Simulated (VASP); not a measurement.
A run of VASP 6.6.1 is set up as follows.

The input POSCAR:

```
W
1.0
    0.0000000000      1.9691000000      2.0604500000
    1.9691000000      0.0000000000      2.0604500000
    1.9691000000      1.9691000000      0.0000000000
W
1
Direct
    0.0000000000      0.0000000000      0.0000000000
```

The input INCAR.step1:

```
PREC = Accurate ; ENCUT = 520
ISMEAR = 0 ; SIGMA = 0.15
LREAL = F ; LASPH = T
NELM = 60 ; NBANDS = 13
GGA = PE ; ALGO = Normal
EDIFF = 1E-4 ; LWAVE = T
LCHARG = F
```

INCAR.step2

```
PREC = Accurate ; ENCUT = 520
EDIFF = 1E-6 ; ISMEAR = 0
SIGMA = 0.15 ; LREAL = F
LASPH = T ; NELM = 60
ALGO = Normal ; ISIF = 2
LWAVE = F ; LCHARG = T
METAGGA = R2SCAN ; LMIXTAU = T
LELF = T ; LVHAR = T
NBANDS = 13 ; ISTART = 1
```

KPOINTS

```
regular mesh
0
Gamma
  20 20 20
```

Potentials or basis: VASP PAW PBE potentials, release 64 (W_sv).

Run with:

```bash
$ cat potpaw_PBE.64/W_sv/POTCAR > POTCAR
$ cp INCAR.step1 INCAR
$ mpirun -np 1 vasp_std > vasp.out
$ cp INCAR.step2 INCAR
$ mpirun -np 1 vasp_std > vasp.out
```

**Question.** Predict the pressure.

**Answer.** 5.7 GPa.

**Question.** What does it give for the band gap on the k mesh?

**Answer.** Zero (bands 7 and 8 overlap by 3.93 eV).

Stress tensor (GPa, compression positive):
```
 1.04  0.00  0.00
 0.00  1.04  0.00
 0.00  0.00 14.88
```

Caveat: the cell differs from its parent crystal (strain -0.030 along x and y, +0.015 along z); the stress differs along the axes, from 1 to 15 GPa; the PAW data sets were made with another functional, which shifts forces and pressure a little; spin-orbit coupling is left out, which moves the levels of the heavy elements.
